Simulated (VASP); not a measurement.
## H2CS2O: single point with PBE+D3(BJ)

The system is H2CS2O.

```
CELL_PARAMETERS angstrom
8.30103 0.00000 0.00000
0.00000 8.30103 0.00000
0.00000 0.00000 8.30103
ATOMIC_POSITIONS crystal
O 0.56399 0.90779 0.34174
O 0.74734 0.21497 0.51013
O 0.01843 0.57821 0.74187
O 0.93608 0.26718 0.21694
H 0.55362 0.88147 0.46735
H 0.43546 0.90106 0.34015
H 0.75002 0.31527 0.57317
H 0.72236 0.26423 0.39837
H 0.91366 0.61027 0.78599
H 0.04266 0.68587 0.69077
H 0.96894 0.26883 0.33660
H 0.98923 0.17456 0.21533
S 0.20167 0.15040 0.92291
S 0.43992 0.10300 0.62772
S 0.17287 0.53130 0.43473
S 0.44479 0.51530 0.18193
S 0.75209 0.97293 0.00834
S 0.73111 0.75434 0.69388
S 0.08764 0.91431 0.31538
S 0.86052 0.62745 0.21555
C 0.33683 0.13760 0.77814
C 0.31119 0.53178 0.31276
C 0.75993 0.87714 0.85003
C 0.96878 0.77234 0.26386
```

```
Program             : VASP 6.6.1
Task                : single point
Functional          : PBE
Dispersion          : D3(BJ)
Potentials or basis : VASP PAW PBE potentials, release 64 (O, H, S, C)
Cutoff              : 520 eV
k mesh              : 1 × 1 × 1
Occupations         : fermi-dirac, width 0.02 eV
Spin                : no spin polarisation
```

| Quantity | Value |
| --- | --- |
| Pressure | -1.0 GPa |
| Largest force | 7.039 eV/Å |
| Band gap on the k mesh | 2.87 eV |
| Dispersion energy per atom | -0.070 eV |

Forces in eV/Å, atoms in the order of the input:
```
O   -4.125 -1.000  3.412
O   -0.263  1.813 -1.891
O    0.475  1.401 -0.463
O   -1.802  4.810  3.050
H    1.423  0.547 -2.550
H    2.762  0.287 -1.090
H    0.086 -0.445  0.179
H    0.435 -1.284  1.727
H    0.036 -0.556  0.287
H    0.178 -1.351  0.480
H   -1.194  1.355 -1.141
H    2.881 -6.127 -1.924
S    2.441  0.128 -2.156
S    0.442  0.383 -0.179
S   -0.225 -0.190  1.126
S    0.079  0.218 -0.078
S    0.210  0.421 -0.182
S    0.063  2.531  2.283
S   -0.929 -0.859 -0.372
S    0.123  0.442  0.070
C   -3.165 -0.355  2.521
C    0.794 -0.554 -0.874
C   -1.285 -2.243 -2.391
C    0.562  0.628  0.157
```

Stress tensor (GPa, compression positive):
```
-0.41 -1.88  0.00
-1.88  0.01 -0.12
 0.00 -0.12 -2.50
```

Levels at points of the mesh, in eV from the valence-band top:
| k point | band 46 | band 47 | band 48 | band 49 | band 50 | band 51 |
| --- | --- | --- | --- | --- | --- | --- |
| (0.00, 0.00, 0.00) | -0.15 | -0.15 | 0.00 | 2.87 | 2.96 | 3.12 |

It took 37 s on 1 thread of Intel(R) Xeon(R) 6975P-C (Granite Rapids), on a shared host, peak memory 0.57 GiB.

Caveat: the k points lie up to 0.76 Å⁻¹ apart.
